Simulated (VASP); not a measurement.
# SiH4C16 in VASP: further runs, part 2 of 2

VASP 6.6.1. Earlier steps stand in the parts before.

## (3) Single point, LDA, collinear spin

INCAR

```
PREC     = Accurate       # precision mode
ENCUT    = 520            # plane-wave cutoff, eV
EDIFF    = 1E-6           # SCF threshold, eV
ISMEAR   = 0              # smearing method
SIGMA    = 0.05           # smearing width, eV
LREAL    = F              # projectors in reciprocal space
LASPH    = T              # aspherical terms in the spheres
NELM     = 200            # most SCF steps
ALGO     = Normal         # electronic algorithm
ISIF     = 2              # what is computed and relaxed
LWAVE    = F              # write WAVECAR
LCHARG   = F              # write CHGCAR
ISPIN    = 2              # spin polarisation
MAGMOM   = 0 0 0 0 0 0 0 0 0 0 0 0 0 0 0 0 -0.21 0 0 0 0.08 # initial moments
LORBIT   = 11             # projections on sites
GGA      = CA             # functional
NBANDS   = 56             # bands
GGA_COMPAT= F            
NELMDL   = -8
```

KPOINTS

```
Automatic mesh
0
Gamma
  3 3 1
```

POSCAR

```
SiH4C16
1.0
    5.0487420000      0.0000000000      0.0000000000
    2.5243710000      4.3723390000      0.0000000000
    0.0000000000      0.0000000000     15.6764260000
H C Si
4 16 1
Direct
    0.1666667848      0.1666666285      0.0637901139
    0.6666667848      0.1666666285      0.0637901139
    0.1666666285      0.6666667429      0.0637901139
    0.6666666285      0.6666667429      0.0637901139
    0.1666667848      0.1666666285      0.1339591052
    0.6666667848      0.1666666285      0.1339591052
    0.1666666285      0.6666667429      0.1339591052
    0.6666666285      0.6666667429      0.1339591052
   -0.1666666285      0.3333332571      0.1668292250
    0.3333333715      0.3333332571      0.1668292250
   -0.1666667848      0.8333333715      0.1668292250
    0.3333332152      0.8333333715      0.1668292250
   -0.1695319008      0.3389453562      0.2697636566
    0.3306193567      0.3389419256      0.2697679305
   -0.1671291095      0.8342829776      0.2599244879
    0.3325587932      0.8348838002      0.2706319668
   -0.0052262326      0.0037149453      0.2956749198
    0.5015065441      0.0037073978      0.2956769611
   -0.0068360942      0.5136957587      0.2965406146
    0.4988190069      0.5023736723      0.2897150154
    0.7882262999     -0.0764373485      0.3877751855
```

Potentials or basis: VASP PAW LDA potentials, release 64 (H, C, Si).

Launch:

```bash
> cat potpaw_LDA.64/H/POTCAR potpaw_LDA.64/C/POTCAR potpaw_LDA.64/Si/POTCAR > POTCAR
> mpirun -np 1 vasp_std > vasp.out
```

OUTCAR:

```text
PREC = Accurate
   ENCUT = 520
   EDIFF = 1E-6
   ISMEAR = 0
   LREAL = F
   LASPH = T
   NELM = 200
   ISIF = 2
   ISPIN = 2
   LORBIT = 11
   GGA = CA
   NELMDL = -8

 ion  position               nearest neighbor table
   1  0.167  0.167  0.064-   5 1.10
   2  0.667  0.167  0.064-   6 1.10
   3  0.167  0.667  0.064-   7 1.10
   4  0.667  0.667  0.064-   8 1.10
   5  0.167  0.167  0.134-   1 1.10  10 1.55  12 1.55   9 1.55
   6  0.667  0.167  0.134-   2 1.10   9 1.55  11 1.55  10 1.55
   7  0.167  0.667  0.134-   3 1.10  12 1.55  11 1.55  10 1.55
   8  0.667  0.667  0.134-   4 1.10  11 1.55  12 1.55   9 1.55
   9  0.833  0.333  0.167-   6 1.55   5 1.55   8 1.55  13 1.61
  10  0.333  0.333  0.167-   5 1.55   6 1.55   7 1.55  14 1.61
  11  0.833  0.833  0.167-  15 1.46   8 1.55   6 1.55   7 1.55
  12  0.333  0.833  0.167-   7 1.55   5 1.55   8 1.55  16 1.63
  13  0.830  0.339  0.270-  20 1.48  17 1.52  19 1.53   9 1.61
  14  0.331  0.339  0.270-  20 1.48  18 1.52  19 1.53  10 1.61
  15  0.833  0.834  0.260-  11 1.46  19 1.51  17 1.55  18 1.55  21 2.04
  16  0.333  0.835  0.271-  20 1.48  18 1.53  17 1.53  12 1.63
  17  0.995  0.004  0.296-  13 1.52  16 1.53  15 1.55  21 1.94
  18  0.502  0.004  0.296-  14 1.52  16 1.53  15 1.55  21 1.94
  19  0.993  0.514  0.297-  15 1.51  13 1.53  14 1.53  21 2.29
  20  0.499  0.502  0.290-  14 1.48  13 1.48  16 1.48
[... 757 lines left out ...]
  volume of cell :      346.05
      direct lattice vectors                 reciprocal lattice vectors
     5.048742000  0.000000000  0.000000000     0.198069143 -0.114355268  0.000000000
     2.524371000  4.372339000  0.000000000     0.000000000  0.228710537  0.000000000
     0.000000000  0.000000000 15.676426000     0.000000000  0.000000000  0.063790050

 POSITION                                       TOTAL-FORCE (eV/Angst)
 -----------------------------------------------------------------------------------
      1.26219      0.72872      1.00000         0.000061      0.012764     -0.287969
      3.78656      0.72872      1.00000         0.000016      0.002507     -0.242182
      2.52437      2.91489      1.00000         0.003112      0.003668     -0.266631
      5.04874      2.91489      1.00000        -0.003101      0.003720     -0.266637
      1.26219      0.72872      2.10000         0.000022     -0.031701      1.985319
      3.78656      0.72872      2.10000        -0.000013      0.168983      1.834752
[... 13 lines left out ...]
      3.78659      2.19655      4.54170         0.001452      0.121711     -0.212579
      6.31097      4.03813      6.07893        -0.000449     -1.194666      0.032335
 -----------------------------------------------------------------------------------
    total drift:                               -0.000004      0.000276      0.000255

  FREE ENERGIE OF THE ION-ELECTRON SYSTEM (eV)
  ---------------------------------------------------
  free  energy   TOTEN  =      -175.8921004046 eV

  energy  without entropy=     -175.8920889784  energy(sigma->0) =     -175.89209469

 total charge

# of ion       s       p       d       tot
------------------------------------------
    1        0.631   0.045   0.000   0.676
    2        0.630   0.044   0.000   0.675
    3        0.632   0.044   0.000   0.676
    4        0.632   0.044   0.000   0.676
    5        0.827   1.760   0.000   2.587
    6        0.828   1.761   0.000   2.589
[... 13 lines left out ...]
   20        0.846   1.704   0.000   2.550
   21        0.848   0.749   0.000   1.597
--------------------------------------------------
tot         16.565  28.665   0.000  45.230

 magnetization (x)

# of ion       s       p       d       tot
------------------------------------------
    1       -0.000  -0.000   0.000  -0.000
    2       -0.000   0.000   0.000  -0.000
    3       -0.000   0.000   0.000  -0.000
    4        0.000   0.000   0.000   0.000
    5        0.000  -0.000   0.000  -0.000
    6        0.000   0.000   0.000   0.000
[... 13 lines left out ...]
   20        0.000  -0.000   0.000  -0.000
   21        0.000   0.000   0.000   0.000
--------------------------------------------------
tot          0.000  -0.000   0.000  -0.000
```

Run time: 16 min. Hardware: 1 thread of Oxide Virtual Turin-like, shared host; peak memory 0.42 GiB.

Results:

| Property | Result |
| --- | --- |
| Free energy | -175.8921 eV |
| Largest force | 3.109 eV/Å |
| Band gap on the k mesh | 0.26 eV |
| Net moment | 0.00 μB per cell |
| Valence electrons inside the program's atomic spheres | H 0.68; C 2.59, 2.52, 2.60, 2.55, 2.63, 2.54, 2.49 (each value once); Si 1.60 |

Forces in eV/Å, atoms in the order of the input:
```
H    0.000  0.013 -0.288
H    0.000  0.003 -0.242
H    0.003  0.004 -0.267
H   -0.003  0.004 -0.267
C    0.000 -0.032  1.985
C    0.000  0.169  1.835
C    0.140 -0.038  1.729
C   -0.140 -0.038  1.729
C    0.003  0.188 -1.216
C   -0.003  0.188 -1.215
C    0.000  0.016 -3.109
C    0.000  0.098 -1.026
C    0.010  0.055  0.114
C   -0.015  0.055  0.112
C   -0.002  0.100 -0.088
C    0.000  0.090 -0.019
C   -0.005  0.036  0.053
C    0.009  0.037  0.053
C    0.000  0.126  0.306
C    0.001  0.122 -0.213
Si   0.000 -1.195  0.032
```

Caveat: the k points lie up to 0.48 Å⁻¹ apart; there is no dipole correction, which matters where the two faces differ.
